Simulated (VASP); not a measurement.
# MgO (P1) in VASP: further runs

The runs below take MgO through single point, with PBE.

Program: VASP 6.6.1. These are calculated values, not measurements. Logs are shortened: lines on timing, memory, paths and dates and some standing lists are left out, and cuts for length are marked.

## Step 1: The cell of the first run

The typed cell holds 8 atoms: a = 6.618 Å, b = 3.309 Å, c = 4.985 Å, α = 90.00°, β = 90.00°, γ = 120.00°.

## Step 2: Single point, PBE

The input, INCAR:

```
PREC     = Accurate       # precision mode
ENCUT    = 520            # plane-wave cutoff, eV
EDIFF    = 1E-6           # SCF threshold, eV
ISMEAR   = 0              # smearing method
SIGMA    = 0.01           # smearing width, eV
LREAL    = False          # projectors in reciprocal space
LASPH    = True           # aspherical terms in the spheres
NELM     = 120            # most SCF steps
ALGO     = Normal         # electronic algorithm
ISIF     = 2              # what is computed and relaxed
LWAVE    = False          # write WAVECAR
LCHARG   = True           # write CHGCAR
GGA      = PE             # functional
LELF     = True           # ELF
LVHAR    = True         
NBANDS   = 26             # bands
GGA_COMPAT= False
```

The input, KPOINTS:

```
Automatic mesh
0
Gamma
  2 2 2
```

The input, POSCAR:

```
MgO
1.0
    6.6182850000      0.0000000000      0.0000000000
   -1.6545710000      2.8658020000      0.0000000000
    0.0000000000      0.0000000000      4.9849240000
Mg O
4 4
Direct
    0.1682785742      0.6679233248      0.0013306121
    0.3286609118      0.3421283117      0.5021428612
    0.6666707899      0.6614755660      0.0023065547
    0.8293634334      0.3290119136      0.5042411880
    0.1723199622      0.6822714898      0.4061403945
    0.3332403453      0.3438538322      0.9044256241
    0.6740429967      0.6539795841      0.4034109647
    0.8334960589      0.3201243491      0.8911957334
```

Potentials or basis: VASP PAW PBE potentials, release 64 (Mg, O).

Command:

```sh
$ cat potpaw_PBE.64/Mg/POTCAR potpaw_PBE.64/O/POTCAR > POTCAR
$ mpirun -np 1 vasp_std > vasp.out
```

OUTCAR:

```text
PREC = Accurate
   ENCUT = 520
   EDIFF = 1E-6
   ISMEAR = 0
   LREAL = False
   LASPH = True
   NELM = 120
   ISIF = 2
   GGA = PE

 ion  position               nearest neighbor table
   1  0.168  0.668  0.001-   6 1.94   8 2.00   6 2.00   5 2.02   2 3.10   2 3.11   4 3.15   2 3.15
                             2 3.16   4 3.17   3 3.29   3 3.31   3 3.31   3 3.33
   2  0.329  0.342  0.502-   5 1.93   5 1.95   6 2.01   7 2.04   1 3.10   1 3.11   1 3.15   3 3.16
                             1 3.16   3 3.16   4 3.28   4 3.29   4 3.33   4 3.34
   3  0.667  0.661  0.002-   8 1.97   6 1.97   7 2.00   8 2.01   4 3.12   4 3.13   4 3.13   4 3.15
                             2 3.16   2 3.16   1 3.29   1 3.31   1 3.31   1 3.33
   4  0.829  0.329  0.504-   7 1.89   8 1.93   7 2.00   5 2.03   3 3.12   3 3.13   3 3.13   1 3.15
                             3 3.15   1 3.17   2 3.28   2 3.29   2 3.33   2 3.34
   5  0.172  0.682  0.406-   2 1.93   2 1.95   1 2.02   4 2.03
   6  0.333  0.344  0.904-   1 1.94   3 1.97   1 2.00   2 2.01
   7  0.674  0.654  0.403-   4 1.89   3 2.00   4 2.00   2 2.04
   8  0.833  0.320  0.891-   4 1.93   3 1.97   1 2.00   3 2.01

  Warning from LATTYP: Monoclinic adjustment (A1->A3, A2->A1, A3->A2)!
  LATTYP: Found a simple orthorhombic cell.
 ALAT       =     3.3091428342
 B/A-ratio  =     1.5064094389
 C/A-ratio  =     1.7320507782

  Lattice vectors:

 A1 = (  -1.6545710000,   2.8658020000,   0.0000000000)
 A2 = (   0.0000000000,   0.0000000000,   4.9849240000)
 A3 = (   4.9637140000,   2.8658020000,   0.0000000000)

Analysis of symmetry for initial positions (statically):
=====================================================================
 Subroutine PRICEL returns:
 Original cell was already a primitive cell.

 Routine SETGRP: Setting up the symmetry group for a
 simple orthorhombic supercell.

 Subroutine GETGRP returns: Found  1 space group operations
 (whereof  1 operations were pure point group operations)
 out of a pool of  8 trial point group operations.

The static configuration has the point symmetry C_1 .

Analysis of symmetry for dynamics (positions and initial velocities):
=====================================================================
 Subroutine PRICEL returns:
 Original cell was already a primitive cell.

 Routine SETGRP: Setting up the symmetry group for a
 simple orthorhombic supercell.

 Subroutine GETGRP returns: Found  1 space group operations
 (whereof  1 operations were pure point group operations)
[... 103 lines left out ...]
   ISIF   =      2    stress and relaxation
   ISYM   =      2    0-nonsym 1-usesym 2-fastsym
   POTIM  = 0.5000    time-step for ionic-motion
   TEBEG  =    0.0;   TEEND  =   0.0 temperature during run
   PSTRESS=    0.0 pullay stress
   NELECT =      32.0000    total number of electrons
   NUPDOWN=      -1.0000    fix difference up-down
   EMIN   =  10.00;   EMAX   =-10.00  energy-range for DOS
   EFERMI =   0.00;   METHOD = LEGACY
   ISMEAR =     0;   SIGMA  =   0.01  broadening in eV -4-tet -1-fermi 0-gaus
   EFERMI_NEDOS =   21; number of points for ismear=-14 and -15
   IALGO  =     38    algorithm
   IMIX   =      4    mixing-type and parameters
     AMIX     =   0.40;   BMIX     =  1.00
     AMIX_MAG =   1.60;   BMIX_MAG =  1.00
  volume/ion in A,a.u.               =      11.82        79.75
  Fermi-wavevector in a.u.,A,eV,Ry     =   1.140884  2.155958 17.709560  1.301616
  Thomas-Fermi vector in A             =   2.277585
   LORBIT       =      0    0 simple, 1 ext, 2 COOP (PROOUT), +10 PAW based schemes
   GGA     = PE    functional components
   LHFCALC =     F    Hartree Fock is set to
   AEXX    =    0.0000 exact exchange contribution
   IVDW    =     0    specifies the selected vdW correction
   LEPSILON=     F    determine dielectric tensor
   LRPA    =     F    only Hartree local field effects (RPA)
 non-spin polarized calculation
 Gauss-broadening in eV      SIGMA  =   0.01
  energy-cutoff  :      520.00
  volume of cell :       94.55
 maximum number of plane-waves:      2571
 NGX is ok and might be reduce to    50
   NGX = 25   NGY = 13   NGZ = 19

 number of electron      32.0000005 magnetization

 Free energy of the ion-electron system (eV)
  ---------------------------------------------------
  ext. energy  EPLUGINS =         0.00000000
  ---------------------------------------------------
  free energy    TOTEN  =       -46.68189047 eV

  energy without entropy =      -46.68189047  energy(sigma->0) =      -46.68189047

 E-fermi :   1.2517     XC(G=0):  -9.7243

 val. band max:        1.1838636982   @ k =   0.0000   0.0000   0.0000
 cond. band min:       4.6199376085   @ k =   0.0000   0.0000   0.0000
 fundamental gap:      3.4360739103
 Fermi energy:         1.2516540261

 k-point     1 :       0.0000    0.0000    0.0000
  band No.  band energies     occupation
      1     -15.0761      2.00000
      2     -14.4447      2.00000
      3     -14.2641      2.00000
      4     -14.1629      2.00000
      5      -2.0988      2.00000
      6      -1.9576      2.00000
[... 221 lines left out ...]
     25      13.9334      0.00000
     26      14.1388      0.00000

------------------------ aborting loop because EDIFF is reached ----------------------------------------

  FORCE on cell =-STRESS in cart. coord.  units (eV):
  Direction    XX          YY          ZZ          XY          YZ          ZX
  --------------------------------------------------------------------------------------
  -------------------------------------------------------------------------------------
  Total        1.9127114      2.4066502      1.7790205     -2.1377893     -0.1248429      0.5382804
  in kB       32.4122986     40.7824552     30.1468083    -36.2264098     -2.1155542      9.1215565
  external PRESSURE =      34.4471873 kB  Pullay stress =       0.0000000 kB

 VOLUME and BASIS-vectors are now :
 -----------------------------------------------------------------------------
  energy-cutoff  :      520.00
  volume of cell :       94.55
      direct lattice vectors                 reciprocal lattice vectors
     6.618285000  0.000000000  0.000000000     0.151096545  0.087235602  0.000000000
    -1.654571000  2.865802000  0.000000000     0.000000000  0.348942460  0.000000000
     0.000000000  0.000000000  4.984924000     0.000000000  0.000000000  0.200604864

 POSITION                                       TOTAL-FORCE (eV/Angst)
 -----------------------------------------------------------------------------------
      0.00859      1.91414      0.00663        -0.337734      0.236543      0.064387
      1.60910      0.98047      2.50314         0.611969      0.042837      0.060079
      3.31776      1.89566      0.01150         0.261133     -0.097229     -0.088711
      4.94459      0.94288      2.51360         0.819323     -0.340112     -0.306103
      0.01160      1.95526      2.02458        -0.399414     -0.177119     -0.264182
      1.63655      0.98542      4.50849         0.199315     -0.310292     -0.033775
      3.37895      1.87418      2.01097        -1.002424      0.441369     -0.247959
      4.98665      0.91741      4.44254        -0.152169      0.204003      0.816263
 -----------------------------------------------------------------------------------
    total drift:                               -0.000347      0.000338      0.002059

  FREE ENERGIE OF THE ION-ELECTRON SYSTEM (eV)
  ---------------------------------------------------
  free  energy   TOTEN  =       -46.6818904740 eV

  energy  without entropy=      -46.6818904740  energy(sigma->0) =      -46.68189047
```

It took 16 s on 1 thread of Intel Xeon 6975P-C (Granite Rapids), shared host; peak memory 0.22 GiB.

Results:

```yaml
Free_energy: -46.6819 eV
Pressure: 3.4 GPa
Largest_force: 1.123 eV/Å
Band_gap_on_the_k_mesh: 3.44 eV
```

Forces in eV/Å, atoms in the order of the input:
```
Mg  -0.338  0.237  0.064
Mg   0.612  0.043  0.060
Mg   0.261 -0.097 -0.089
Mg   0.819 -0.340 -0.306
O   -0.399 -0.177 -0.264
O    0.199 -0.310 -0.034
O   -1.002  0.441 -0.248
O   -0.152  0.204  0.816
```

Caveat: the k points lie up to 0.95 Å⁻¹ apart, too coarse for converged energies, forces and pressures; forces of over 1 eV/Å act on the atoms, so gaps and moduli don't describe the material at rest.

## Step 3: Single point, PBE

This run uses another cell than the first one, of 11.88 Å³/atom.

The input, INCAR:

```
SYSTEM = MgO
PREC = Accurate ; ENCUT = 520
EDIFF = 1E-6 ; ISMEAR = 0
SIGMA = 0.01 ; LREAL = .False.
LASPH = .True. ; NELM = 120
ALGO = Normal ; ISIF = 2
LWAVE = .False. ; LCHARG = .False.
GGA = PE ; NBANDS = 26
GGA_COMPAT = .False.
```

The input, KPOINTS:

```
regular mesh
0
Gamma
  2 2 2
  0 0 0
```

The input, POSCAR:

```
MgO
1.0
    6.6303880000      0.0000000000      0.0000000000
   -1.6575970000      2.8710430000      0.0000000000
    0.0000000000      0.0000000000      4.9940400000
Mg O
4 4
Direct
    0.1708123341      0.6709634791      0.0003744463
    0.3249923725      0.3519682568      0.5016433589
    0.6663433527      0.6539261167      0.0023658201
    0.8241453527      0.3241170543      0.5055780490
    0.1771459164      0.6992538948      0.4074550865
    0.3352768965      0.3530664640      0.9079823149
    0.6799758186      0.6454877200      0.4038413789
    0.8343536228      0.3083241874      0.8843815828
```

Potentials or basis: VASP PAW PBE potentials, release 64 (Mg, O).

Command:

```sh
$ cat potpaw_PBE.64/Mg/POTCAR potpaw_PBE.64/O/POTCAR > POTCAR
$ mpirun -np 1 vasp_std > vasp.out
```

OUTCAR:

```text
SYSTEM = MgO
   PREC = Accurate
   ENCUT = 520
   EDIFF = 1E-6
   ISMEAR = 0
   LREAL = .False.
   LASPH = .True.
   NELM = 120
   ISIF = 2
   GGA = PE

 ion  position               nearest neighbor table
   1  0.171  0.671  0.000-   6 1.91   6 2.01   8 2.02   5 2.03   2 3.07   2 3.08   2 3.17   4 3.17
                             2 3.18   4 3.21   3 3.27   3 3.31   3 3.32   3 3.36
   2  0.325  0.352  0.502-   5 1.91   5 1.93   6 2.03   7 2.11   1 3.07   1 3.08   1 3.17   3 3.17
                             1 3.18   3 3.18   4 3.27   4 3.28   4 3.36   4 3.37
   3  0.666  0.654  0.002-   6 1.96   8 1.97   7 2.01   8 2.04   4 3.10   4 3.12   4 3.14   4 3.17
[... 435 lines left out ...]
  Total        2.3714332      2.3815859      1.8186700     -3.2359820     -0.3570507      1.0967430
  in kB       39.9660120     40.1371167     30.6502361    -54.5363444     -6.0174130     18.4835241
  external PRESSURE =      36.9177883 kB  Pullay stress =       0.0000000 kB

 VOLUME and BASIS-vectors are now :
 -----------------------------------------------------------------------------
  energy-cutoff  :      520.00
  volume of cell :       95.07
      direct lattice vectors                 reciprocal lattice vectors
     6.630388000  0.000000000  0.000000000     0.150820736  0.087076369  0.000000000
    -1.657597000  2.871043000  0.000000000     0.000000000  0.348305476  0.000000000
     0.000000000  0.000000000  4.994040000     0.000000000  0.000000000  0.200238685

 POSITION                                       TOTAL-FORCE (eV/Angst)
 -----------------------------------------------------------------------------------
      0.02037      1.92636      0.00187        -0.664455      0.346744      0.148045
      1.57140      1.01052      2.50523         1.032887      0.018440      0.190646
      3.33417      1.87745      0.01182         0.481995     -0.059841     -0.087472
      4.92715      0.93055      2.52488         1.779410     -0.700180     -0.418828
      0.01547      2.00759      2.03485        -0.693201     -0.384467     -0.386613
      1.63777      1.01367      4.53450         0.289963     -0.514155     -0.238458
      3.43854      1.85322      2.01680        -2.039979      0.944086     -0.559353
      5.02101      0.88521      4.41664        -0.186620      0.349373      1.352034
 -----------------------------------------------------------------------------------
    total drift:                                0.000176     -0.000198      0.000947

  FREE ENERGIE OF THE ION-ELECTRON SYSTEM (eV)
  ---------------------------------------------------
  free  energy   TOTEN  =       -46.4531076930 eV

  energy  without entropy=      -46.4531076930  energy(sigma->0) =      -46.45310769
```

Wall time 17 s (1 thread of Intel Xeon 6975P-C (Granite Rapids), shared host); peak memory 0.22 GiB.

What came out:

```yaml
Free_energy: -46.4531 eV
Pressure: 3.7 GPa
Largest_force: 2.316 eV/Å
Band_gap_on_the_k_mesh: 3.39 eV
```

Forces in eV/Å, atoms in the order of the input:
```
Mg  -0.664  0.347  0.148
Mg   1.033  0.018  0.191
Mg   0.482 -0.060 -0.087
Mg   1.779 -0.700 -0.419
O   -0.693 -0.384 -0.387
O    0.290 -0.514 -0.238
O   -2.040  0.944 -0.559
O   -0.187  0.349  1.352
```

Stress tensor (GPa, compression positive):
```
 4.00 -5.45  1.85
-5.45  4.01 -0.60
 1.85 -0.60  3.07
```

Caveat: the k points lie up to 0.95 Å⁻¹ apart, too coarse for converged energies, forces and pressures; forces of over 1 eV/Å act on the atoms, so gaps and moduli don't describe the material at rest.
